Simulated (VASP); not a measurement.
A run of VASP 6.6.1 is set up as follows.

INCAR

```
SYSTEM = Os
PREC = Accurate
ENCUT = 520
EDIFF = 1E-8
ISMEAR = -1
SIGMA = 0.05
LREAL = .False.
LASPH = .True.
NELM = 80
ALGO = Normal
ISIF = 2
LWAVE = .False.
LCHARG = .False.
GGA = PE
LEFG = .True.
NBANDS = 15
```

The input KPOINTS:

```
Automatic mesh
0
Gamma
  15 15 9
  0 0 0
```

File POSCAR:

```
Os
1.0
    2.6877503439      0.0000000000      0.0000000000
   -1.3438751720      2.3276600768      0.0000000000
    0.0000000000      0.0000000000      4.2464705989
Os
2
Direct
    0.3333333333      0.6666666667      0.2500000000
    0.6666666667      0.3333333333      0.7500000000
```

Potentials or basis: VASP PAW PBE potentials, release 64 (Os).

Launch:

```console
$ cat potpaw_PBE.64/Os/POTCAR > POTCAR
$ mpirun -np 1 vasp_std > vasp.out
```

**Question.** What does it give for the pressure?

**Answer.** 34.7 GPa.

**Question.** What does it give for the band gap on the k mesh?

**Answer.** Zero (bands 8 and 9 overlap by 4.15 eV).

Stress tensor (GPa, compression positive):
```
33.86  0.00  0.00
 0.00 33.86  0.00
 0.00  0.00 36.36
```

Caveat: the cell stands under pressure; without QUAD_EFG the Cq values of the log hold for a quadrupole moment of 1 mb, not for the nuclei; spin-orbit coupling is left out, which moves the levels of the heavy elements.
